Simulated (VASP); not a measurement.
A run of VASP 6.6.1:

The input INCAR:

```
SYSTEM = Pt3PbC
PREC     = Accurate       ! precision mode
ENCUT    = 520            ! plane-wave cutoff, eV
EDIFF    = 1E-6           ! SCF threshold, eV
ISMEAR   = -1             ! smearing method
SIGMA    = 0.05           ! smearing width, eV
LREAL    = .FALSE.        ! projectors in reciprocal space
LASPH    = .TRUE.         ! aspherical terms in the spheres
NELM     = 100            ! most SCF steps
ALGO     = Normal         ! electronic algorithm
ISIF     = 2              ! what is computed and relaxed
LWAVE    = .FALSE.        ! write WAVECAR
LCHARG   = .FALSE.        ! write CHGCAR
GGA      = PE             ! functional
NBANDS   = 32             ! bands
```

The input KPOINTS:

```
regular mesh
0
G
  6 6 6
  0 0 0
```

File POSCAR:

```
Pt3PbC
1.0
    4.4052606537      0.0000000000      0.0000000000
    0.0000000000      4.4052606537      0.0000000000
    0.0000000000      0.0000000000      4.4052606537
Pb Pt C
1 3 1
Direct
    0.0000000000      0.0000000000      0.0000000000
    0.5000000000      0.0000000000      0.5000000000
    0.5000000000      0.5000000000      0.0000000000
    0.0000000000      0.5000000000      0.5000000000
    0.5000000000      0.5000000000      0.5000000000
```

Potentials or basis: VASP PAW PBE potentials, release 64 (Pb_d, Pt, C).

Run with:

```sh
$ cat potpaw_PBE.64/Pb_d/POTCAR potpaw_PBE.64/Pt/POTCAR potpaw_PBE.64/C/POTCAR > POTCAR
$ mpirun -np 1 vasp_std > vasp.out
```

Hardware: 1 thread of Intel Xeon 8259CL (shared host).

Problem. Estimate the wall time of this run.

Solution. Wall time 80 s on 1 thread of Intel Xeon 8259CL, with other jobs on the host, peak memory 0.23 GiB. Counts: scf iterations 13, k points 20.
